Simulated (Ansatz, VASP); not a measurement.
## Al2Pt: VASP beside Ansatz

```xyz
9
Lattice="4.2047 0.0000 0.0000 -2.1024 3.6414 0.0000 0.0000 0.0000 23.5829" Properties=species:S:1:pos:R:3 pbc="T T T"
Al    0.0000    0.0000    7.7362
Al    0.0000    2.4276    9.2189
Al    2.1024    1.2138   10.9292
Al    0.0000    0.0000   12.6537
Al    0.0000    2.4276   14.3640
Al    2.1024    1.2138   15.8467
Pt    2.1024    1.2138    8.3939
Pt    0.0000    2.4276   11.7915
Pt    0.0000    0.0000   15.1890
```

Alike in both runs: task single point; functional PBE; k mesh 9 × 9 × 1; occupations gaussian, width 0.1 eV; non-collinear spin, spin-orbit coupling.

|  | VASP | Ansatz |
| --- | --- | --- |
| version | VASP 6.6.1 | Ansatz 0.2.0 |
| potentials or method | VASP PAW PBE potentials, release 64 (Al, Pt), cutoff 520 eV | plane waves, PAW |
| valence electrons in the cell | 48 | 72 |

```csv
,VASP,Ansatz,Ansatz less VASP
rms of the force components (eV/Å),0.028,0.031,+0.0026
```

The functional is the same, so the differences come from potentials, cutoffs and numerics. VASP's potentials hold 48 valence electrons a cell and Ansatz's 72, so a difference there can come from the potentials and not from the codes. Ansatz's warnings: xc potential rough in thin density.
